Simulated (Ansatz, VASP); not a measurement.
# Al2Pt: VASP beside Ansatz

Contents of POSCAR:

```
Al2Pt
1.0
    0.0000000000      2.9550000000      2.9550000000
    2.9550000000      0.0000000000      2.9550000000
    2.9550000000      2.9550000000      0.0000000000
Pt Al
1 2
Direct
    0.0000000000      0.0000000000      0.0000000000
    0.2500000000      0.2500000000      0.2500000000
    0.7500000000      0.7500000000      0.7500000000
```

Contents of INCAR.step1:

```
ALGO = Normal
EDIFF = 1E-4
ENCUT = 600
GGA = PE
ISMEAR = -1
LASPH = True
LCHARG = False
LREAL = False
LWAVE = True
NELM = 80
PREC = Accurate
SIGMA = 0.05
```

INCAR.step2

```
ALGO = Normal
EDIFF = 1E-6
EDIFFG = -0.005
ENCUT = 600
IBRION = 2
ISIF = 3
ISMEAR = -1
ISTART = 1
LASPH = True
LCHARG = False
LMIXTAU = True
LREAL = False
LWAVE = False
METAGGA = R2SCAN
NELM = 80
NSW = 60
PREC = Accurate
SIGMA = 0.05
```

File KPOINTS:

```
k-points
0
Gamma
  13 13 13
```

Input for Ansatz:

```yaml
crystal:
  lattice:
    - [0.0, 2.955, 2.955]
    - [2.955, 0.0, 2.955]
    - [2.955, 2.955, 0.0]
  atoms:
    - { symbol: Pt, position: [0.0, 0.0, 0.0] }
    - { symbol: Al, position: [0.25, 0.25, 0.25] }
    - { symbol: Al, position: [0.75, 0.75, 0.75] }
kpoints:
  mp_grid: { grid: [13, 13, 13] }
scf:
  occupations: { method: fermi_dirac, width: 0.05 }
hamiltonian:
  xc: r2scan
  pseudopotentials: { kind: paw }
output:
  forces: true
  stress: true
relax:
  f_tol: 0.005
  max_steps: 40
  cell: {}
```

Alike in both runs: task relaxation of cell and atoms; functional r2SCAN; k mesh 13 × 13 × 13; occupations fermi-dirac, width 0.05 eV; no spin polarisation.

|  | VASP | Ansatz |
| --- | --- | --- |
| version | VASP 6.6.1 | Ansatz 0.2.0 |
| potentials or method | VASP PAW PBE potentials, release 64 (Pt, Al) | PAW with Ansatz's default frozen-core files, scalar-relativistic |
| plane-wave cutoff (eV) | 600 | 500 |
| valence electrons in the cell | 16 | 24 |

|  | VASP | Ansatz | Ansatz less VASP |
| --- | --- | --- | --- |
| relaxed volume (Å³/atom) | 17.12 | 17.15 | +0.026 |
| relaxed cell length with the largest relative difference (Å) | 4.172 | 4.175 | +0.0021 |

VASP's potentials were made for PBE, not for r2SCAN. VASP's potentials hold 16 valence electrons a cell and Ansatz's 24, so a difference there can come from the potentials and not from the codes.

Spin-orbit coupling is off throughout.
